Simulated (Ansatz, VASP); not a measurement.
**Ge2Sb2Te5 in VASP and in Ansatz**

```
Ge Sb Te
1.0
     4.16554    0.00000    0.00000
    -2.08277    3.60746    0.00000
     0.00000    0.00000   19.96502
Ge Sb Te
2 2 5
Direct
  0.00000 0.00000 0.33132
  0.00000 0.00000 0.66868
  0.33333 0.66667 0.11210
  0.66667 0.33333 0.88790
  0.00000 0.00000 0.00000
  0.33333 0.66667 0.79143
  0.66667 0.33333 0.20857
  0.33333 0.66667 0.40960
  0.66667 0.33333 0.59040
```

Alike in both runs: task single point; functional PBE; k mesh 12 × 12 × 2; occupations gaussian, width 0.03 eV; no spin polarisation.

```csv
,VASP,Ansatz
version,VASP 6.6.1,Ansatz 0.2.0
potentials or method,"VASP PAW PBE potentials, release 64 (Ge_d, Sb, Te), cutoff 520 eV","scalar-relativistic, plane waves, PAW"
valence electrons in the cell,68,138
```

|  | VASP | Ansatz | Ansatz less VASP |
| --- | --- | --- | --- |
| gap on the k mesh at the Fermi level (eV) | none | none | - |
| pressure (GPa) | -2.1 | -2.0 | +0.02 |
| traceless stress, the component that is largest in VASP (GPa) | -2.65 | -2.67 | -0.019 |
| rms of the force components (eV/Å) | 0.287 | 0.294 | +0.0073 |

Atom by atom the forces differ by 0.008 eV/Å (rms over components). A gap of «none» marks a metal or a gap that the smearing closes. VASP's potentials hold 68 valence electrons a cell and Ansatz's 138, so a difference there can come from the potentials and not from the codes.

Spin-orbit coupling is off throughout.
